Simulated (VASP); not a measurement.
The system is HgTe.

```xyz
2
Lattice="-3.0456 3.0456 1.5594 3.0456 -3.0456 1.5594 3.0456 3.0456 -1.5594" Properties=species:S:1:pos:R:3 pbc="T T T"
Hg    3.0456    0.0000    0.7797
Te    0.0000    0.0000    0.0000
```

Base run:

```yaml
Program: VASP 6.6.1
Functional: LDA
Potentials_or_basis: VASP PAW LDA potentials, release 64 (Hg, Te)
Cutoff: 520 eV
k_mesh: 8 × 8 × 8
Occupations: methfessel-paxton, width 0.01 eV
Spin: no spin polarisation
```

Its results: band gap on the k mesh zero (band 9 reaches 5.69 eV, above the bottom of band 10 at 2.74 eV); pressure -5.1 GPa.

**Question.** The run is repeated on the same cell with these changes: functional from LDA to PBEsol; potentials or basis from VASP PAW LDA potentials, release 64 (Hg, Te) to VASP PAW PBE potentials, release 64 (Hg, Te). What comes out?

**Answer.** Band gap on the k mesh zero (band 9 reaches 5.74 eV, above the bottom of band 10 at 2.76 eV); pressure -3.6 GPa.

Caveats: spin-orbit coupling is left out, which moves the levels of the heavy elements; the PAW data sets were made with another functional, which shifts forces and pressure a little (some runs).
